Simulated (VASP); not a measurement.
Write the native input for VASP 6.6.1 that does the following.

* Task: single point
* Functional: r2SCAN
* Potentials or basis: VASP PAW PBE potentials, release 64 (Ba_sv, Ti_sv, O)
* Cutoff: 660 eV
* k mesh: 6 × 6 × 6
* Occupations: gaussian, width 0.02 eV
* Spin: no spin polarisation
* Dipole correction: no
* Further INCAR settings: ALGO = Normal; EDIFF = 1e-06; NBANDS = 28

BaTiO3:

```
Ba Ti O
1.0
     2.78607    1.60854    2.27729
    -2.78607    1.60854    2.27729
     0.00000   -3.21708    2.27729
Ba Ti O
1 1 3
Direct
  0.99878 0.99878 0.99878
  0.50618 0.50618 0.50618
  0.49234 0.49234 0.98906
  0.49234 0.98906 0.49234
  0.98906 0.49234 0.49234
```

One way to write it, as run:

POSCAR

```
BaTiO3
1.0
    2.7860739959      1.6085405715      2.2772912035
   -2.7860739959      1.6085405715      2.2772912035
    0.0000000000     -3.2170811431      2.2772912034
Ba Ti O
1 1 3
Direct
   -0.0012166880     -0.0012166880     -0.0012166880
    0.5061844391      0.5061844391      0.5061844391
    0.4923368202      0.4923368202      0.9890586086
    0.4923368202      0.9890586086      0.4923368202
    0.9890586086      0.4923368202      0.4923368202
```

INCAR.step1

```
SYSTEM = BaTiO3
ALGO     = Normal         ! electronic algorithm
EDIFF    = 1E-5           ! SCF threshold, eV
ENCUT    = 660            ! plane-wave cutoff, eV
GGA      = PE             ! functional
GGA_COMPAT= .FALSE.      
ISMEAR   = 0              ! smearing method
LASPH    = .TRUE.         ! aspherical terms in the spheres
LCHARG   = .FALSE.        ! write CHGCAR
LREAL    = .FALSE.        ! projectors in reciprocal space
LWAVE    = .TRUE.         ! write WAVECAR
NBANDS   = 28             ! bands
NELM     = 120            ! most SCF steps
PREC     = Accurate       ! precision mode
SIGMA    = 0.02           ! smearing width, eV
```

INCAR.step2

```
SYSTEM = BaTiO3
ALGO     = Normal         ! electronic algorithm
EDIFF    = 1E-6           ! SCF threshold, eV
ENCUT    = 660            ! plane-wave cutoff, eV
GGA_COMPAT= .FALSE.      
ISIF     = 2              ! what is computed and relaxed
ISMEAR   = 0              ! smearing method
ISTART   = 1            
LASPH    = .TRUE.         ! aspherical terms in the spheres
LCHARG   = .FALSE.        ! write CHGCAR
LMIXTAU  = .TRUE.       
LREAL    = .FALSE.        ! projectors in reciprocal space
LWAVE    = .FALSE.        ! write WAVECAR
METAGGA  = R2SCAN         ! meta-GGA
NBANDS   = 28             ! bands
NELM     = 120            ! most SCF steps
PREC     = Accurate       ! precision mode
SIGMA    = 0.02           ! smearing width, eV
```

KPOINTS

```
k-points
0
G
  6 6 6
  0 0 0
```

Potentials or basis: VASP PAW PBE potentials, release 64 (Ba_sv, Ti_sv, O).

Launch:

```bash
$ cat potpaw_PBE.64/Ba_sv/POTCAR potpaw_PBE.64/Ti_sv/POTCAR potpaw_PBE.64/O/POTCAR > POTCAR
$ cp INCAR.step1 INCAR
$ mpirun -np 1 vasp_std > vasp.out
$ cp INCAR.step2 INCAR
$ mpirun -np 1 vasp_std > vasp.out
```

It gave:

| Property | Result |
| --- | --- |
| Pressure | 10.9 GPa |
| Largest force | 0.096 eV/Å |
| Band gap on the k mesh | 2.45 eV (least direct gap 2.65 eV) |

Caveat: the cell stands under pressure; the PAW data sets were made with another functional, which shifts forces and pressure a little; spin-orbit coupling is left out, which moves the levels of the heavy elements.

Wall time 5.6 min on 1 thread of Intel(R) Xeon(R) Platinum 8375C CPU @ 2.90GHz (Ice Lake), on a shared host, peak memory 0.26 GiB.
